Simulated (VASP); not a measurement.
# Si4Ge (Immm) in VASP: single point with PBE

Aim: the single point of Si4Ge with PBE.

All numbers are computed with VASP 6.6.1; they aren't measurements. Logs are shortened: lines on timing, memory, paths and dates and some standing lists are left out, and cuts for length are marked.

## Step 1: The cell of the first run

Symmetry: Immm, No. 71, orthorhombic system. Conventional cell: a = 3.728 Å, b = 6.288 Å, c = 7.782 Å, α = 90.00°, β = 90.00°, γ = 90.00°. Within 3.2 Å of Si (site symmetry m) lie 4 Si at 2.39 to 2.57 Å and 3 Ge at 2.88 to 2.97 Å. Ge (site symmetry mmm) has 12 Si at 2.88 to 2.97 Å and 2 Ge at 3.73 Å within 3.8 Å.

## Step 2: Single point, PBE

The input, INCAR:

```
SYSTEM = Si4Ge
PREC     = Accurate       ! precision mode
ENCUT    = 500            ! plane-wave cutoff, eV
EDIFF    = 1E-6           ! SCF threshold, eV
ISMEAR   = 0              ! smearing method
SIGMA    = 0.2            ! smearing width, eV
LREAL    = .FALSE.        ! projectors in reciprocal space
LASPH    = .TRUE.         ! aspherical terms in the spheres
NELM     = 120            ! most SCF steps
ALGO     = Normal         ! electronic algorithm
ISIF     = 2              ! what is computed and relaxed
LWAVE    = .FALSE.        ! write WAVECAR
LCHARG   = .FALSE.        ! write CHGCAR
GGA      = PE             ! functional
NBANDS   = 23             ! bands
GGA_COMPAT= .FALSE.
```

The input, KPOINTS:

```
Automatic mesh
0
G
  5 5 5
  0 0 0
```

The input, POSCAR:

```
Si4Ge
1.0
   -1.8641065110      3.1439528844      3.8909523496
    1.8641065110     -3.1439528844      3.8909523496
    1.8641065110      3.1439528844     -3.8909523496
Si Ge
4 1
Direct
    0.5283363160      0.3349427946      0.1933935214
    0.1415492732      0.3349427946      0.8066064786
    0.8584507268      0.6650572054      0.1933935214
    0.4716636840      0.6650572054      0.8066064786
    0.0000000000      0.0000000000      0.0000000000
```

Potentials or basis: VASP PAW PBE potentials, release 64 (Si, Ge_d).

Launch:

```sh
$ cat potpaw_PBE.64/Si/POTCAR potpaw_PBE.64/Ge_d/POTCAR > POTCAR
$ mpirun -np 1 vasp_std > vasp.out
```

OUTCAR:

```text
SYSTEM = Si4Ge
   PREC = Accurate
   ENCUT = 500
   EDIFF = 1E-6
   ISMEAR = 0
   LREAL = .FALSE.
   LASPH = .TRUE.
   NELM = 120
   ISIF = 2
   GGA = PE

 ion  position               nearest neighbor table
   1  0.528  0.335  0.193-   4 2.39   4 2.39   2 2.43   3 2.57   5 2.88   5 2.97   5 2.97
   2  0.142  0.335  0.807-   3 2.39   3 2.39   1 2.43   4 2.57   5 2.88   5 2.97   5 2.97
   3  0.858  0.665  0.193-   2 2.39   2 2.39   4 2.43   1 2.57   5 2.88   5 2.97   5 2.97
   4  0.472  0.665  0.807-   1 2.39   1 2.39   3 2.43   2 2.57   5 2.88   5 2.97   5 2.97
   5  0.000  0.000  0.000-   2 2.88   3 2.88   1 2.88   4 2.88   2 2.97   3 2.97   1 2.97   4 2.97
                             1 2.97   4 2.97   3 2.97   2 2.97

  LATTYP: Found a body centered orthorhombic cell.
 ALAT       =     3.7282130220
 B/A-ratio  =     1.6865736297
 C/A-ratio  =     2.0873015177

  Lattice vectors:

 A1 = (  -1.8641065110,   3.1439528844,   3.8909523496)
 A2 = (   1.8641065110,  -3.1439528844,   3.8909523496)
 A3 = (   1.8641065110,   3.1439528844,  -3.8909523496)

Analysis of symmetry for initial positions (statically):
=====================================================================
 Subroutine PRICEL returns:
 Original cell was already a primitive cell.

 Routine SETGRP: Setting up the symmetry group for a
 body centered orthorhombic supercell.

 Subroutine GETGRP returns: Found  8 space group operations
 (whereof  8 operations were pure point group operations)
 out of a pool of  8 trial point group operations.

The static configuration has the point symmetry D_2h.

Analysis of symmetry for dynamics (positions and initial velocities):
=====================================================================
 Subroutine PRICEL returns:
 Original cell was already a primitive cell.

 Routine SETGRP: Setting up the symmetry group for a
 body centered orthorhombic supercell.

 Subroutine GETGRP returns: Found  8 space group operations
 (whereof  8 operations were pure point group operations)
 out of a pool of  8 trial point group operations.

The dynamic configuration has the point symmetry D_2h.

 Subroutine INISYM returns: Found  8 space group operations
 (whereof  8 operations are pure point group operations),
 and found     1 'primitive' translations

----------------------------------------------------------------------------------------

                                     Primitive cell

  volume of cell :      91.2142

  direct lattice vectors                    reciprocal lattice vectors
    -1.864106511  3.143952884  3.890952350     0.000000000  0.159035462  0.128503244
     1.864106511 -3.143952884  3.890952350     0.268225017  0.000000000  0.128503244
     1.864106511  3.143952884 -3.890952350     0.268225017  0.159035462  0.000000000

  length of vectors
     5.338430763  5.338430763  5.338430763     0.204463596  0.297418465  0.311828379

  position of ions in fractional coordinates (direct lattice)
     0.528336316  0.334942795  0.193393521
     0.141549273  0.334942795  0.806606479
     0.858450727  0.665057205  0.193393521
     0.471663684  0.665057205  0.806606479
     0.000000000  0.000000000  0.000000000

  ion indices of the primitive-cell ions
   primitive index   ion index
                 1           1
                 2           2
                 3           3
                 4           4
                 5           5

----------------------------------------------------------------------------------------

 KPOINTS: Automatic mesh

Automatic generation of k-mesh.
 Grid dimensions read from file:
 generate k-points for:    5    5    5

 Generating k-lattice:

  Cartesian coordinates                     Fractional coordinates (reciprocal lattice)
     0.000000000  0.031807092  0.025700649     0.200000000  0.000000000  0.000000000
     0.053645003  0.000000000  0.025700649     0.000000000  0.200000000 -0.000000000
     0.053645003  0.031807092  0.000000000     0.000000000 -0.000000000  0.200000000

  Length of vectors
     0.040892719  0.059483693  0.062365676

  Shift w.r.t. Gamma in fractional coordinates (k-lattice)
     0.000000000  0.000000000  0.000000000

 Subroutine IBZKPT returns following result:
 ===========================================

 Found     27 irreducible k-points:

 Following reciprocal coordinates:
            Coordinates               Weight
  0.000000  0.000000  0.000000      1.000000
  0.200000  0.000000 -0.000000      4.000000
  0.400000 -0.000000  0.000000      4.000000
  0.000000  0.200000 -0.000000      4.000000
  0.200000  0.200000 -0.000000      8.000000
  0.400000  0.200000  0.000000      8.000000
[... 16 lines left out ...]
 -0.400000 -0.200000  0.200000      4.000000
 -0.200000 -0.200000  0.200000      2.000000
 [... further k-points ...]
   k-points           NKPTS =     27   k-points in BZ     NKDIM =     27   number of bands    NBANDS=     23
   number of dos      NEDOS =    301   number of ions     NIONS =      5
   total plane-waves  NPLWV =  64000
   dimension x,y,z NGX =    40 NGY =   40 NGZ =   40
   dimension x,y,z NGXF=    80 NGYF=   80 NGZF=   80
   ions per type =               4   1
   NGX,Y,Z   is equivalent  to a cutoff of  12.46, 12.46, 12.46 a.u.
   NGXF,Y,Z  is equivalent  to a cutoff of  24.91, 24.91, 24.91 a.u.
 SYSTEM =  Si4Ge
   PREC   = accura    normal or accurate (medium, high low for compatibility)
   ISTART =      0    job   : 0-new  1-cont  2-samecut
   ICHARG =      2    charge: 1-file 2-atom 10-const
   ISPIN  =      1    spin polarized calculation?
   LNONCOLLINEAR =      F non collinear calculations
   LSORBIT =      F    spin-orbit coupling
   LASPH  =      T    aspherical Exc in radial PAW
   ENCUT  =  500.0 eV  36.75 Ry    6.06 a.u.   9.73  9.73  9.73*2*pi/ulx,y,z
   NELM   =    120;   NELMIN=  2; NELMDL= -5     # of ELM steps
   EDIFF  = 0.1E-05   stopping-criterion for ELM
   LREAL  =      F    real-space projection
   EDIFFG = 0.1E-04   stopping-criterion for IOM
   NSW    =      0    number of steps for IOM
   IBRION =     -1    ionic relax: 0-MD 1-quasi-New 2-CG
   NFREE  =      0    steps in history (QN), initial steepest desc. (CG)
   ISIF   =      2    stress and relaxation
   ISYM   =      2    0-nonsym 1-usesym 2-fastsym
   POTIM  = 0.5000    time-step for ionic-motion
   TEBEG  =    0.0;   TEEND  =   0.0 temperature during run
   PSTRESS=    0.0 pullay stress
   NELECT =      30.0000    total number of electrons
   NUPDOWN=      -1.0000    fix difference up-down
   EMIN   =  10.00;   EMAX   =-10.00  energy-range for DOS
   EFERMI =   0.00;   METHOD = LEGACY
   ISMEAR =     0;   SIGMA  =   0.20  broadening in eV -4-tet -1-fermi 0-gaus
   EFERMI_NEDOS =   21; number of points for ismear=-14 and -15
   IALGO  =     38    algorithm
   IMIX   =      4    mixing-type and parameters
     AMIX     =   0.40;   BMIX     =  1.00
     AMIX_MAG =   1.60;   BMIX_MAG =  1.00
  volume/ion in A,a.u.               =      18.24       123.11
  Fermi-wavevector in a.u.,A,eV,Ry     =   1.130041  2.135469 17.374553  1.276994
  Thomas-Fermi vector in A             =   2.266737
   LORBIT       =      0    0 simple, 1 ext, 2 COOP (PROOUT), +10 PAW based schemes
   GGA     = PE    functional components
   LHFCALC =     F    Hartree Fock is set to
   AEXX    =    0.0000 exact exchange contribution
   IVDW    =     0    specifies the selected vdW correction
   LEPSILON=     F    determine dielectric tensor
   LRPA    =     F    only Hartree local field effects (RPA)
 non-spin polarized calculation
 Gauss-broadening in eV      SIGMA  =   0.20
  energy-cutoff  :      500.00
  volume of cell :       91.21
 maximum number of plane-waves:      2326
   NGX = 19   NGY = 19   NGZ = 19

 number of electron      30.0000012 magnetization

 Free energy of the ion-electron system (eV)
  ---------------------------------------------------
  ext. energy  EPLUGINS =         0.00000000
  ---------------------------------------------------
  free energy    TOTEN  =       -24.48568820 eV

  energy without entropy =      -24.46342725  energy(sigma->0) =      -24.47455772

 E-fermi :   7.2131     XC(G=0): -10.2635

 val. band max:        7.1514676200   @ k =  -0.4000   0.2000  -0.0000
 cond. band min:       7.2558697636   @ k =   0.0000   0.0000   0.0000
 fundamental gap:      0.1044021436
 Fermi energy:         7.2130546017

 k-point     1 :       0.0000    0.0000    0.0000
  band No.  band energies     occupation
      1     -17.7177      2.00000
      2     -17.7171      2.00000
      3     -17.7165      2.00000
      4     -17.7040      2.00000
      5     -17.6932      2.00000
      6      -5.8530      2.00000
[... 15 lines left out ...]
     22      14.2087      0.00000
     23      14.9193      0.00000

 k-point     2 :       0.2000    0.0000   -0.0000
  band No.  band energies     occupation
      1     -17.7178      2.00000
      2     -17.7169      2.00000
      3     -17.7165      2.00000
      4     -17.7040      2.00000
      5     -17.6932      2.00000
      6      -5.6231      2.00000
[... 15 lines left out ...]
     22      12.9486      0.00000
     23      13.7834      0.00000

 k-point     3 :       0.4000   -0.0000    0.0000
  band No.  band energies     occupation
      1     -17.7178      2.00000
      2     -17.7166      2.00000
      3     -17.7164      2.00000
      4     -17.7040      2.00000
      5     -17.6931      2.00000
      6      -4.9556      2.00000
[... 15 lines left out ...]
     22      11.8104      0.00000
     23      12.5456      0.00000
[... 495 lines left out ...]
 k-point    23 :      -0.4000   -0.2000    0.2000
  band No.  band energies     occupation
      1     -17.7178      2.00000
      2     -17.7164      2.00000
      3     -17.7163      2.00000
      4     -17.7040      2.00000
      5     -17.6931      2.00000
      6      -4.8951      2.00000
[... 15 lines left out ...]
     22      10.8627      0.00000
     23      11.7847      0.00000

 k-point    24 :      -0.2000   -0.2000    0.2000
  band No.  band energies     occupation
      1     -17.7178      2.00000
      2     -17.7167      2.00000
      3     -17.7164      2.00000
      4     -17.7040      2.00000
      5     -17.6931      2.00000
      6      -5.4820      2.00000
[... 15 lines left out ...]
     22      12.3208      0.00000
     23      12.9483      0.00000

 [... further k-points ...]
[... 5 lines left out ...]
  --------------------------------------------------------------------------------------
  -------------------------------------------------------------------------------------
  Total        0.1554988      0.1146281      0.3060699      0.0000000      0.0000000      0.0000000
  in kB        2.7313346      2.0134408      5.3761142      0.0000000      0.0000000      0.0000000
  external PRESSURE =       3.3736298 kB  Pullay stress =       0.0000000 kB

 VOLUME and BASIS-vectors are now :
 -----------------------------------------------------------------------------
  energy-cutoff  :      500.00
  volume of cell :       91.21
      direct lattice vectors                 reciprocal lattice vectors
    -1.864106511  3.143952884  3.890952350     0.000000000  0.159035462  0.128503244
     1.864106511 -3.143952884  3.890952350     0.268225017  0.000000000  0.128503244
     1.864106511  3.143952884 -3.890952350     0.268225017  0.159035462  0.000000000

 POSITION                                       TOTAL-FORCE (eV/Angst)
 -----------------------------------------------------------------------------------
      0.00000      1.21604      2.60649         0.000000     -0.007567      0.011465
      1.86411      1.92791     -1.28446         0.000000      0.007567      0.011465
     -0.00000      1.21604      5.17541        -0.000000     -0.007567     -0.011465
      1.86411      1.92791      1.28446         0.000000      0.007567     -0.011465
      0.00000      0.00000      0.00000         0.000000      0.000000     -0.000000
 -----------------------------------------------------------------------------------
    total drift:                                0.000000     -0.000000     -0.000000

  FREE ENERGIE OF THE ION-ELECTRON SYSTEM (eV)
  ---------------------------------------------------
  free  energy   TOTEN  =       -24.4856881955 eV

  energy  without entropy=      -24.4634272496  energy(sigma->0) =      -24.47455772
```

Wall time 34 s (1 thread of Intel Xeon 6975P-C (Granite Rapids), shared host); peak memory 0.25 GiB.

What came out:

```yaml
Free_energy: -24.4857 eV
Pressure: 0.3 GPa
Largest_force: 0.014 eV/Å
Band_gap_on_the_k_mesh: zero (band 15 reaches 8.06 eV, above the bottom of band 16 at 6.39 eV)
```

Forces on the atoms (eV/Å):
```
Si   0.000 -0.008  0.011
Si   0.000  0.008  0.011
Si   0.000 -0.008 -0.011
Si   0.000  0.008 -0.011
Ge   0.000  0.000  0.000
```

Stress tensor (GPa, compression positive):
```
0.27 0.00 0.00
0.00 0.20 0.00
0.00 0.00 0.54
```

Levels at points of the mesh, in eV from the Fermi level:
| k point | band 13 | band 14 | band 15 | band 16 | band 17 | band 18 |
| --- | --- | --- | --- | --- | --- | --- |
| (0.00, 0.00, 0.00) | -1.75 | -1.03 | -0.69 | 0.04 | 0.28 | 1.24 |

Caveat: the k points lie up to 0.39 Å⁻¹ apart.
